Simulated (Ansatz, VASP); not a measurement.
Two plane-wave programs on LiF

```xyz
4
Lattice="2.9831 0.0000 0.0000 -1.4915 2.5834 0.0000 0.0000 0.0000 4.8070" Properties=species:S:1:pos:R:3 pbc="T T T"
Li    0.0000    1.7223    1.6658
Li    1.4915    0.8611    4.0693
F     0.0000    1.7223    4.7638
F     1.4915    0.8611    2.3603
```

Alike in both runs: task single point; functional LDA; k mesh 9 × 9 × 6; occupations gaussian, width 0.05 eV; no spin polarisation.

|  | VASP | Ansatz |
| --- | --- | --- |
| version | VASP 6.6.1 | Ansatz 0.2.0 |
| potentials or method | VASP PAW LDA potentials, release 64 (Li_sv, F), cutoff 520 eV | scalar-relativistic, plane waves, PAW |
| valence electrons in the cell | 20 | 20 |

Ansatz gave:

- gap on the k mesh at the Fermi level (eV): 7.92
- least direct gap on the mesh (eV): 7.92
- rms of the force components (eV/Å): 0.390

**Question.** Estimate VASP's values.

**Answer.** gap on the k mesh at the Fermi level (eV): 7.91; least direct gap on the mesh (eV): 7.91; rms of the force components (eV/Å): 0.395.

LDA's correlation is that of Perdew and Zunger in VASP and of Perdew and Wang (1992) in Ansatz. Atom by atom the forces differ by 0.005 eV/Å (rms over components).

Noted on VASP's run: the cutoff is short for stress, so the pressure is rough.
